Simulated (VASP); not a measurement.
A run of VASP 6.6.1:

The input INCAR:

```
SYSTEM = Si7Ge
PREC = Accurate ; ENCUT = 520
EDIFF = 1E-7 ; ISMEAR = 0
SIGMA = 0.03 ; LREAL = .False.
LASPH = .True. ; NELM = 100
ALGO = Normal ; ISIF = 2
LWAVE = .False. ; LCHARG = .False.
GGA = PS ; NBANDS = 31
```

The input KPOINTS:

```
Automatic mesh
0
Gamma
  8 8 8
  0 0 0
```

Contents of POSCAR:

```
Si7Ge
1.0
    5.5055964891      0.0000000000      0.0000000000
    0.0000000000      5.5055964891      0.0000000000
    0.0000000000      0.0000000000      5.0805644401
Si Ge
7 1
Direct
    0.2525986838      0.2525986838      0.2525986838
    0.0000000000      0.5000000000      0.5000000000
    0.5000000000      0.5000000000      0.0000000000
    0.5000000000      0.0000000000      0.5000000000
    0.7474013162      0.2525986838      0.7474013162
    0.7474013162      0.7474013162      0.2525986838
    0.2525986838      0.7474013162      0.7474013162
    0.0000000000      0.0000000000      0.0000000000
```

Potentials or basis: VASP PAW PBE potentials, release 64 (Si, Ge_d).

Command:

```console
$ cat potpaw_PBE.64/Si/POTCAR potpaw_PBE.64/Ge_d/POTCAR > POTCAR
$ mpirun -np 1 vasp_std > vasp.out
```

Hardware: 1 thread of Intel Xeon 8259CL, with other jobs on the host.

Question: Estimate the wall time of this run.

Answer: Run time: 7.1 min on 1 thread of Intel Xeon 8259CL, on a shared host, peak memory 0.45 GiB. Counts: scf iterations 13, k points 75.
